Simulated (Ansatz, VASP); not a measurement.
## AlH6 in VASP and in Ansatz

```
CELL_PARAMETERS angstrom
3.53542 0.00000 0.00000
0.00000 3.53542 0.00000
0.00000 0.00000 7.47290
ATOMIC_POSITIONS crystal
Al 0.50000 0.50000 0.60553
H 0.39460 0.00000 0.11870
H 0.60540 0.00000 0.11870
H 0.00000 0.39460 0.11870
H 0.00000 0.60540 0.11870
H 0.50000 0.00000 0.58044
H 0.00000 0.50000 0.58044
```

Alike in both runs: functional PBE; k mesh 6 × 6 × 4; occupations gaussian, width 0.1 eV; no spin polarisation.

Ansatz relaxed the structure, and its values are those at the end. VASP's run is a single point on that final structure, the one shown.

```csv
,VASP,Ansatz
version,VASP 6.6.1,Ansatz 0.2.0
potentials or method,"VASP PAW PBE potentials, release 64 (Al, H), cutoff 520 eV","scalar-relativistic, plane waves, PAW"
valence electrons in the cell,9,9
```

```tsv
	VASP	Ansatz	Ansatz less VASP
gap on the k mesh at the Fermi level (eV)	none	none	-
pressure (GPa)	-0.1	0.1	+0.16
rms of the force components (eV/Å)	0.004	0.003	-0.0012
```

A gap of «none» marks a metal or a gap that the smearing closes.
